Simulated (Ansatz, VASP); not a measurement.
## Fe in VASP and in Ansatz

File INCAR:

```
PREC = Accurate
ENCUT = 600
EDIFF = 1E-7
ISMEAR = 0
SIGMA = 0.1
LREAL = False
LASPH = True
NELM = 150
ALGO = Fast
ISIF = 3
LWAVE = False
LCHARG = False
ISPIN = 2
MAGMOM = 4 4 4
LORBIT = 11
LMAXMIX = 4
GGA = PE
IBRION = 2
NSW = 90
EDIFFG = -0.04
```

The input KPOINTS:

```
Automatic mesh
0
Gamma
  6 6 6
```

The input POSCAR:

```
Fe
1.0
    3.3231590677      0.0000000000      0.0000000000
    0.0000000000      3.3231590677      0.0000000000
    0.0000000000      0.0000000000      3.3231590677
Fe
3
Direct
    0.0000000000      0.0000000000      0.5000000000
    0.0000000000      0.5000000000      0.0000000000
    0.5000000000      0.0000000000      0.0000000000
```

Input for Ansatz:

```yaml
crystal:
  lattice:
    - [3.3231590677, 0.0, 0.0]
    - [0.0, 3.3231590677, 0.0]
    - [0.0, 0.0, 3.3231590677]
  atoms:
    - { symbol: Fe, position: [0.0, 0.0, 0.5], spin: 4.0 }
    - { symbol: Fe, position: [0.0, 0.5, 0.0], spin: 4.0 }
    - { symbol: Fe, position: [0.5, 0.0, 0.0], spin: 4.0 }
basis:
  ecutwfc: 420
kpoints:
  mp_grid: { grid: [6, 6, 6] }
hamiltonian:
  xc: pbe
scf:
  occupations: { method: gaussian, width: 0.1 }
  lower_state_search: "off"
output:
  forces: true
  stress: true
  eigenvalues: true
  populations: true
magnetization:
  spin_polarized: true
relax:
  adjacent_minimum: "off"
  f_tol: 0.04
  max_steps: 70
  cell: { stress_tol: 0.4 }
```

Alike in both runs: task relaxation of cell and atoms; functional PBE; k mesh 6 × 6 × 6; occupations gaussian, width 0.1 eV; collinear spin.

|  | VASP | Ansatz |
| --- | --- | --- |
| version | VASP 6.6.1 | Ansatz 0.2.0 |
| potentials or method | VASP PAW PBE potentials, release 64 (Fe), cutoff 600 eV | scalar-relativistic, plane waves, PAW |
| valence electrons in the cell | 24 | 48 |

```tsv
	VASP	Ansatz	Ansatz less VASP
gap on the k mesh at the Fermi level, each at its own relaxed structure (eV)	none	none	-
net moment per atom (μB)	1.92	1.92	-0.003
size of the moment on the site where the two differ most (μB)	1.91	1.92	+0.010
relaxed volume (Å³/atom)	13.12	13.16	+0.034
relaxed length of the cell vector where the two differ most in proportion (Å)	3.402	3.405	+0.0029
```

Site moments also hang on the region over which each program counts them. A gap of «none» marks a metal or a gap that the smearing closes. VASP's potentials hold 24 valence electrons a cell and Ansatz's 48, so a difference there can come from the potentials and not from the codes.
